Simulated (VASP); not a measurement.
Wanted: the native input for a VASP 6.6.1 run.

```
Task                   : relaxation of cell and atoms
Functional             : PBE
Potentials or basis    : VASP PAW PBE potentials, release 64 (Rb_sv, La, Sn_d)
Cutoff                 : 600 eV
k mesh                 : 3 × 3 × 3
Occupations            : gaussian, width 0.2 eV
Spin                   : no spin polarisation
Dipole correction      : no
Further INCAR settings : ALGO = Normal; EDIFF = 1e-06; IBRION = 2; EDIFFG = -0.08; NSW = 36; ISIF = 3
```

The structure of RbLaSn3 lies in POSCAR:

```
RbLaSn3
1.0
    3.7156460800      2.1452292600      3.0274083800
   -3.7156460800      2.1452292600      3.0274083800
    0.0000000000     -4.2904585300      3.0274083800
Rb La Sn
1 1 3
Direct
    0.0539320000      0.0539320000      0.0539320000
    0.5472109900      0.5472109900      0.5472109900
    0.5431789800      0.5431789800      0.0465040000
    0.5431789800      0.0465040000      0.5431789800
    0.0465040000      0.5431789800      0.5431789800
```

The cell was generated, and may not be a known phase.

One way to write it, as run:

INCAR

```
PREC     = Accurate       # precision mode
ENCUT    = 600            # plane-wave cutoff, eV
EDIFF    = 1E-6           # SCF threshold, eV
ISMEAR   = 0              # smearing method
SIGMA    = 0.2            # smearing width, eV
LREAL    = False          # projectors in reciprocal space
LASPH    = True           # aspherical terms in the spheres
NELM     = 80             # most SCF steps
ALGO     = Normal         # electronic algorithm
ISIF     = 3              # what is computed and relaxed
LWAVE    = False          # write WAVECAR
LCHARG   = False          # write CHGCAR
GGA      = PE             # functional
IBRION   = 2              # ionic algorithm
NSW      = 36             # ionic steps
EDIFFG   = -0.08          # ionic threshold
```

KPOINTS

```
Automatic mesh
0
Gamma
  3 3 3
```

Potentials or basis: VASP PAW PBE potentials, release 64 (Rb_sv, La, Sn_d).

Command:

```bash
$ cat potpaw_PBE.64/Rb_sv/POTCAR potpaw_PBE.64/La/POTCAR potpaw_PBE.64/Sn_d/POTCAR > POTCAR
$ mpirun -np 1 vasp_std > vasp.out
```

It gave:

The relaxed volume is 47.27 Å³/atom and the relaxed cell is a = 6.183 Å, b = 6.183 Å, c = 6.183 Å, α = 90.10°, β = 90.10°, γ = 90.10°. The space group after relaxing (to 0.1 Å) is R3m (No. 160). The energy gained by relaxing is 957.5 meV/atom. The ionic steps are 4 and the pressure after relaxing is 0.0 GPa. The largest force after relaxing is 0.063 eV/Å. The band gap on the k mesh is zero (bands 31 and 32 overlap by 1.31 eV).

Caveat: the k points lie up to 0.34 Å⁻¹ apart in the final cell, too coarse for converged energies and pressures of a metal; the volume moved by over 15 % at a fixed basis, so the end points are rough; spin-orbit coupling is left out, which moves the levels of the heavy elements; the relaxation stopped at a loose force limit of 0.08 eV/Å, so its end isn't a converged minimum.

It took 2.2 min on 1 thread of Intel(R) Xeon(R) 6975P-C (Granite Rapids), on a shared host, peak memory 0.29 GiB.
